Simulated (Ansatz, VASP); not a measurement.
# N: VASP beside Ansatz

```
CELL_PARAMETERS angstrom
3.02575 -2.05107 0.00000
3.02575 2.05107 0.00000
0.00000 0.00000 7.33801
ATOMIC_POSITIONS crystal
N 0.90926 0.09074 0.05457
N 0.59074 0.40926 0.55457
N 0.09074 0.90926 0.94543
N 0.40926 0.59074 0.44543
```

Alike in both runs: functional r2SCAN; k mesh 6 × 6 × 4; occupations gaussian, width 0.1 eV; no spin polarisation.

Ansatz relaxed the structure, and its values are those at the end. VASP's run is a single point on that final structure, the one shown.

|  | VASP | Ansatz |
| --- | --- | --- |
| version | VASP 6.6.1 | Ansatz 0.2.0 |
| potentials or method | VASP PAW PBE potentials, release 64 (N), cutoff 520 eV | scalar-relativistic, plane waves, PAW |
| valence electrons in the cell | 20 | 20 |

```tsv
	VASP	Ansatz	Ansatz less VASP
gap on the k mesh at the Fermi level (eV)	8.24	8.28	+0.036
least direct gap on the mesh (eV)	8.24	8.28	+0.036
pressure (GPa)	2.7	0.1	-2.59
rms of the force components (eV/Å)	1.309	0.023	-1.2866
```

VASP's potentials were made for PBE, not for r2SCAN. The functional is the same, so the differences come from potentials, cutoffs and numerics.

Noted on VASP's run: the standard files for N, O and F lose accuracy on very short bonds.
